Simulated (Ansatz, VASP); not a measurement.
## Li5NbO5: VASP beside Ansatz

INCAR

```
SYSTEM = Li5NbO5
  ALGO = Normal
  EDIFF = 1E-7
  ENCUT = 520
  GGA = PS
  ISIF = 2
  ISMEAR = 0
  LASPH = .True.
  LCHARG = .False.
  LREAL = .False.
  LWAVE = .False.
  NBANDS = 40
  NELM = 100
  PREC = Accurate
  SIGMA = 0.05
```

The input KPOINTS:

```
k-points
0
Gamma
  6 6 4
  0 0 0
```

The input POSCAR:

```
Li5NbO5
1.0
    4.8242578661     -2.0039867772      0.0032473778
    4.8242578661      2.0039867772      0.0032473778
   -1.8604005238      0.0000000000      5.4689857532
Li Nb O
5 1 5
Direct
    0.6904077289      0.7196110842      0.3304199838
    0.6751715826      0.7150330436      0.8664312162
    0.0073941682     -0.0346309653      0.4754806748
    0.3362887179      0.2943185414      0.1502980717
    0.3114186972      0.2811345606      0.6698812027
    0.0403161118     -0.0202363594      0.0255385734
    0.8761591615      0.8245692852      0.1474758174
    0.7981627962      0.8678674097      0.6834381202
    0.4950405401      0.5154323810     -0.0013113397
    0.1379666357      0.1948927356      0.3108287006
    0.1316738600      0.1420082833      0.8415189789
```

Input for Ansatz:

```yaml
crystal:
  lattice:
    - [4.8242578661, -2.0039867772, 0.0032473778]
    - [4.8242578661, 2.0039867772, 0.0032473778]
    - [-1.8604005238, 0.0, 5.4689857532]
  atoms:
    - { symbol: Li, position: [0.6904077289, 0.7196110842, 0.3304199838] }
    - { symbol: Li, position: [0.6751715826, 0.7150330436, 0.8664312162] }
    - { symbol: Li, position: [0.0073941682, -0.0346309653, 0.4754806748] }
    - { symbol: Li, position: [0.3362887179, 0.2943185414, 0.1502980717] }
    - { symbol: Li, position: [0.3114186972, 0.2811345606, 0.6698812027] }
    - { symbol: Nb, position: [0.0403161118, -0.0202363594, 0.0255385734] }
    - { symbol: O, position: [0.8761591615, 0.8245692852, 0.1474758174] }
    - { symbol: O, position: [0.7981627962, 0.8678674097, 0.6834381202] }
    - { symbol: O, position: [0.4950405401, 0.515432381, -0.0013113397] }
    - { symbol: O, position: [0.1379666357, 0.1948927356, 0.3108287006] }
    - { symbol: O, position: [0.13167386, 0.1420082833, 0.8415189789] }
basis:
  ecutwfc: 420
kpoints:
  mp_grid: { grid: [6, 6, 4] }
hamiltonian:
  xc: pbesol
scf:
  occupations: { method: gaussian, width: 0.05 }
output:
  forces: true
  stress: true
  eigenvalues: true
```

Change from the starting cell: all atoms moved at random, sigma 0.1 Å a component.

Alike in both runs: task single point; functional PBEsol; k mesh 6 × 6 × 4; occupations gaussian, width 0.05 eV; no spin polarisation.

|  | VASP | Ansatz |
| --- | --- | --- |
| version | VASP 6.6.1 | Ansatz 0.2.0 |
| potentials or method | VASP PAW PBE potentials, release 64 (Li_sv, Nb_sv, O), cutoff 520 eV | scalar-relativistic, plane waves, PAW |
| valence electrons in the cell | 58 | 58 |

```tsv
	VASP	Ansatz	Ansatz less VASP
gap on the k mesh at the Fermi level (eV)	3.53	3.54	+0.014
least direct gap on the mesh (eV)	3.53	3.54	+0.016
rms of the force components (eV/Å)	1.157	1.150	-0.0067
```

VASP's potentials were made for PBE, not for PBEsol. Atom by atom the forces differ by 0.018 eV/Å (rms over components). With one functional, cell and mesh, what is left measures potentials, basis and numerics.

Noted on VASP's run: the cutoff is short for stress, so the pressure is rough.
